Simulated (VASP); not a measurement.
# AlRu (Pm-3m) in VASP: a series of runs, part 2 of 2

VASP 6.6.1. Earlier steps stand in the parts before.

### 6 Single point, r2SCAN

This run uses another cell than the first one, of 13.81 Å³/atom, 1.040 times its volume.

POSCAR reads:

```
AlRu
1.0
    3.0229088200      0.0000000000      0.0000000000
    0.0000000000      3.0229088200      0.0000000000
    0.0000000000      0.0000000000      3.0229088200
Al Ru
1 1
Direct
    0.0000000000      0.0000000000      0.0000000000
    0.5000000000      0.5000000000      0.5000000000
```

INCAR.step1 reads:

```
SYSTEM = AlRu
PREC = Accurate
ENCUT = 520
ISMEAR = -1
SIGMA = 0.1
LREAL = .False.
LASPH = .True.
NELM = 100
NBANDS = 16
GGA = PE
ALGO = Normal
EDIFF = 1E-4
LWAVE = .True.
LCHARG = .False.
```

INCAR.step2 reads:

```
SYSTEM = AlRu
PREC = Accurate
ENCUT = 520
EDIFF = 1E-6
ISMEAR = -1
SIGMA = 0.1
LREAL = .False.
LASPH = .True.
NELM = 100
ALGO = Normal
ISIF = 2
LWAVE = .False.
LCHARG = .False.
METAGGA = R2SCAN
LMIXTAU = .True.
NBANDS = 16
ISTART = 1
```

KPOINTS reads:

```
regular mesh
0
Gamma
  11 11 11
  0 0 0
```

Potentials or basis: VASP PAW PBE potentials, release 64 (Al, Ru_pv).

Run with:

```
$ cat potpaw_PBE.64/Al/POTCAR potpaw_PBE.64/Ru_pv/POTCAR > POTCAR
$ cp INCAR.step1 INCAR
$ mpirun -np 1 vasp_std > vasp.out
$ cp INCAR.step2 INCAR
$ mpirun -np 1 vasp_std > vasp.out
```

OUTCAR:

```text
SYSTEM = AlRu
   PREC = Accurate
   ENCUT = 520
   EDIFF = 1E-6
   ISMEAR = -1
   LREAL = .False.
   LASPH = .True.
   NELM = 100
   ISIF = 2
   METAGGA = R2SCAN
   ISTART = 1

 ion  position               nearest neighbor table
   1  0.000  0.000  0.000-   2 2.62   2 2.62   2 2.62   2 2.62   2 2.62   2 2.62   2 2.62   2 2.62

   2  0.500  0.500  0.500-   1 2.62   1 2.62   1 2.62   1 2.62   1 2.62   1 2.62   1 2.62   1 2.62

  LATTYP: Found a simple cubic cell.
 ALAT       =     3.0229088200

  Lattice vectors:

 A1 = (   3.0229088200,   0.0000000000,   0.0000000000)
 A2 = (   0.0000000000,   3.0229088200,   0.0000000000)
 A3 = (   0.0000000000,   0.0000000000,   3.0229088200)

Analysis of symmetry for initial positions (statically):
=====================================================================
 Subroutine PRICEL returns:
 Original cell was already a primitive cell.

 Routine SETGRP: Setting up the symmetry group for a
 simple cubic supercell.

 Subroutine GETGRP returns: Found 48 space group operations
 (whereof 48 operations were pure point group operations)
 out of a pool of 48 trial point group operations.

The static configuration has the point symmetry O_h .

Analysis of symmetry for dynamics (positions and initial velocities):
=====================================================================
 Subroutine PRICEL returns:
 Original cell was already a primitive cell.

 Routine SETGRP: Setting up the symmetry group for a
 simple cubic supercell.

 Subroutine GETGRP returns: Found 48 space group operations
 (whereof 48 operations were pure point group operations)
 out of a pool of 48 trial point group operations.

The dynamic configuration has the point symmetry O_h .

 Subroutine INISYM returns: Found 48 space group operations
 (whereof 48 operations are pure point group operations),
[... 106 lines left out ...]
   PSTRESS=    0.0 pullay stress
   NELECT =      17.0000    total number of electrons
   NUPDOWN=      -1.0000    fix difference up-down
   EMIN   =  10.00;   EMAX   =-10.00  energy-range for DOS
   EFERMI =   0.00;   METHOD = LEGACY
   ISMEAR =    -1;   SIGMA  =   0.10  broadening in eV -4-tet -1-fermi 0-gaus
   EFERMI_NEDOS =   21; number of points for ismear=-14 and -15
   IALGO  =     38    algorithm
   IMIX   =      4    mixing-type and parameters
     AMIX     =   0.40;   BMIX     =  1.00
     AMIX_MAG =   1.60;   BMIX_MAG =  1.00
  volume/ion in A,a.u.               =      13.81        93.21
  Fermi-wavevector in a.u.,A,eV,Ry     =   1.392514  2.631469 26.382975  1.939094
  Thomas-Fermi vector in A             =   2.516249
   LORBIT       =      0    0 simple, 1 ext, 2 COOP (PROOUT), +10 PAW based schemes
   METAGGA = R2SCAN    functional components
   LHFCALC =     F    Hartree Fock is set to
   AEXX    =    0.0000 exact exchange contribution
   IVDW    =     0    specifies the selected vdW correction
   LEPSILON=     F    determine dielectric tensor
   LRPA    =     F    only Hartree local field effects (RPA)
 non-spin polarized calculation
  energy-cutoff  :      520.00
  volume of cell :       27.62
 maximum number of plane-waves:       753
 NGX is ok and might be reduce to    24
   NGX = 11   NGY = 11   NGZ = 11

 number of electron      16.9999999 magnetization

 Free energy of the ion-electron system (eV)
  ---------------------------------------------------
  ext. energy  EPLUGINS =         0.00000000
  ---------------------------------------------------
  free energy    TOTEN  =       -33.60305918 eV

  energy without entropy =      -33.54924680  energy(sigma->0) =      -33.57615299

 E-fermi :  10.1467     XC(G=0): -13.4419

 val. band max:       10.0973920302   @ k =   0.0909   0.0000   0.0000
 cond. band min:      10.1616997137   @ k =   0.3636   0.0909   0.0909
 fundamental gap:      0.0643076834
 Fermi energy:        10.1466659037

 k-point     1 :       0.0000    0.0000    0.0000
  band No.  band energies     occupation
      1     -32.9350      2.00000
      2     -32.9350      2.00000
      3     -32.9350      2.00000
      4       0.1471      2.00000
      5       6.6283      2.00000
      6       6.6283      2.00000
[... 433 lines left out ...]
      3     -32.9389      2.00000
      4       1.8358      2.00000
      5       6.7139      2.00000
      6       7.1730      2.00000
[... 8 lines left out ...]
     15      24.4565      0.00000
     16      25.6083      0.00000

 [... further k-points ...]
[... 5 lines left out ...]
  --------------------------------------------------------------------------------------
  -------------------------------------------------------------------------------------
  Total       -1.3562614     -1.3562614     -1.3562614      0.0000000      0.0000000     -0.0000000
  in kB      -78.6645127    -78.6645127    -78.6645127      0.0000000      0.0000000     -0.0000000
  external PRESSURE =     -78.6645127 kB  Pullay stress =       0.0000000 kB

 VOLUME and BASIS-vectors are now :
 -----------------------------------------------------------------------------
  energy-cutoff  :      520.00
  volume of cell :       27.62
      direct lattice vectors                 reciprocal lattice vectors
     3.022908820  0.000000000  0.000000000     0.330807199  0.000000000  0.000000000
     0.000000000  3.022908820  0.000000000     0.000000000  0.330807199  0.000000000
     0.000000000  0.000000000  3.022908820     0.000000000  0.000000000  0.330807199

 POSITION                                       TOTAL-FORCE (eV/Angst)
 -----------------------------------------------------------------------------------
      0.00000      0.00000      0.00000         0.000000      0.000000      0.000000
      1.51145      1.51145      1.51145         0.000000      0.000000      0.000000
 -----------------------------------------------------------------------------------
    total drift:                                0.000000     -0.000000     -0.000000

  FREE ENERGIE OF THE ION-ELECTRON SYSTEM (eV)
  ---------------------------------------------------
  free  energy   TOTEN  =       -33.6030591751 eV

  energy  without entropy=      -33.5492467978  energy(sigma->0) =      -33.57615299
```

Wall time 42 s (1 thread of Intel Xeon Platinum 8259CL at 2.50GHz (Skylake/Cascade Lake), shared host); peak memory 0.16 GiB.

Results:

```yaml
Free_energy: -33.6031 eV
Pressure: -7.9 GPa
```

Caveat: the PAW data sets were made with another functional, which shifts forces and pressure a little.

### 7 Single point, r2SCAN

This run uses another cell than the first one, of 14.08 Å³/atom, 1.060 times its volume.

POSCAR reads:

```
AlRu
1.0
    3.0421635400      0.0000000000      0.0000000000
    0.0000000000      3.0421635400      0.0000000000
    0.0000000000      0.0000000000      3.0421635400
Al Ru
1 1
Direct
    0.0000000000      0.0000000000      0.0000000000
    0.5000000000      0.5000000000      0.5000000000
```

INCAR.step1 reads:

```
ALGO     = Normal         # electronic algorithm
EDIFF    = 1E-4           # SCF threshold, eV
ENCUT    = 520            # plane-wave cutoff, eV
GGA      = PE             # functional
ISMEAR   = -1             # smearing method
LASPH    = T              # aspherical terms in the spheres
LCHARG   = F              # write CHGCAR
LREAL    = F              # projectors in reciprocal space
LWAVE    = T              # write WAVECAR
NBANDS   = 16             # bands
NELM     = 100            # most SCF steps
PREC     = Accurate       # precision mode
SIGMA    = 0.1            # smearing width, eV
```

INCAR.step2 reads:

```
ALGO     = Normal         # electronic algorithm
EDIFF    = 1E-6           # SCF threshold, eV
ENCUT    = 520            # plane-wave cutoff, eV
ISIF     = 2              # what is computed and relaxed
ISMEAR   = -1             # smearing method
ISTART   = 1            
LASPH    = T              # aspherical terms in the spheres
LCHARG   = F              # write CHGCAR
LMIXTAU  = T            
LREAL    = F              # projectors in reciprocal space
LWAVE    = F              # write WAVECAR
METAGGA  = R2SCAN         # meta-GGA
NBANDS   = 16             # bands
NELM     = 100            # most SCF steps
PREC     = Accurate       # precision mode
SIGMA    = 0.1            # smearing width, eV
```

KPOINTS reads:

```
k-points
0
Gamma
  11 11 11
```

Run with:

```
$ cat potpaw_PBE.64/Al/POTCAR potpaw_PBE.64/Ru_pv/POTCAR > POTCAR
$ cp INCAR.step1 INCAR
$ mpirun -np 1 vasp_std > vasp.out
$ cp INCAR.step2 INCAR
$ mpirun -np 1 vasp_std > vasp.out
```

Run time: 40 s. Hardware: 1 thread of Intel Xeon Platinum 8259CL at 2.50GHz (Skylake/Cascade Lake), shared host; peak memory 0.16 GiB.

The run converged. Its results:

| Quantity | Value |
| --- | --- |
| Free energy | -33.5713 eV |
| Pressure | -11.3 GPa |

Levels at points of the mesh, in eV from the Fermi level:
| k point | band 5 | band 6 | band 7 | band 8 | band 9 | band 10 | band 11 | band 12 | band 13 | band 14 |
| --- | --- | --- | --- | --- | --- | --- | --- | --- | --- | --- |
| (0.00, 0.00, 0.00) | -3.42 | -3.42 | 0.14 | 0.14 | 0.14 | 6.25 | 6.25 | 6.25 | 10.30 | 11.14 |

Caveat: the PAW data sets were made with another functional, which shifts forces and pressure a little.

### 8 Summary

| cell | gap on the mesh (eV) | pressure (GPa) |
| --- | --- | --- |
| a = 2.984 Å, 2 atoms | none | 0.1 |
| a = 3.003 Å, 2 atoms | none | -4.1 |
| a = 3.023 Å, 2 atoms | none | -7.9 |
| a = 3.042 Å, 2 atoms | none | -11.3 |

Alike in all rows: task single point; level r2SCAN; potentials or basis VASP PAW PBE potentials, release 64 (Al, Ru_pv); no spin polarisation; k mesh 11 × 11 × 11; cutoff (eV) 520; smearing fermi-dirac 0.1 eV.

Caveats: the PAW data sets were made with another functional, which shifts forces and pressure a little.

Total energies depend on the potentials used, so only differences within one code and one set of settings carry meaning.
